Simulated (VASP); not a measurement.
Wanted: the native input for a VASP 6.6.1 run.

| Item | Value |
| --- | --- |
| Task | single point |
| Functional | PBE |
| Potentials or basis | VASP PAW PBE potentials, release 64 (Ti_sv) |
| Cutoff | 520 eV |
| k mesh | 26 × 26 × 26 |
| Occupations | gaussian, width 0.15 eV |
| Spin | no spin polarisation |
| Dipole correction | no |
| Further INCAR settings | ALGO = Fast; EDIFF = 1e-07; NBANDS = 12 |

The structure of Ti lies in POSCAR:

```
Ti
1.0
   -1.6277527636      1.5870589445      1.6277527636
    1.6277527636     -1.5870589445      1.6277527636
    1.6277527636      1.5870589445     -1.6277527636
Ti
1
Direct
    0.0000000000      0.0000000000      0.0000000000
```

This cell differs from its parent crystal: strain -0.0250 x Voigt [0, 1, 0, 0, 0, 0].

One way to write it, as run:

INCAR

```
  PREC = Accurate
  ENCUT = 520
  EDIFF = 1E-7
  ISMEAR = 0
  SIGMA = 0.15
  LREAL = False
  LASPH = True
  NELM = 80
  ALGO = Fast
  ISIF = 2
  LWAVE = False
  LCHARG = False
  GGA = PE
  NBANDS = 12
```

KPOINTS

```
Automatic mesh
0
Gamma
  26 26 26
```

Potentials or basis: VASP PAW PBE potentials, release 64 (Ti_sv).

Launch:

```sh
$ cat potpaw_PBE.64/Ti_sv/POTCAR > POTCAR
$ mpirun -np 1 vasp_std > vasp.out
```

Results of the run:

```yaml
Pressure: 2.6 GPa
Band_gap_on_the_k_mesh: zero (bands 6 and 7 overlap by 1.67 eV)
```

Caveat: the cell differs from its parent crystal (strain -0.0250 x Voigt [0, 1, 0, 0, 0, 0]).

Run time: 16 min on 1 thread of AMD EPYC 7R13, with other jobs on the host, peak memory 0.34 GiB.
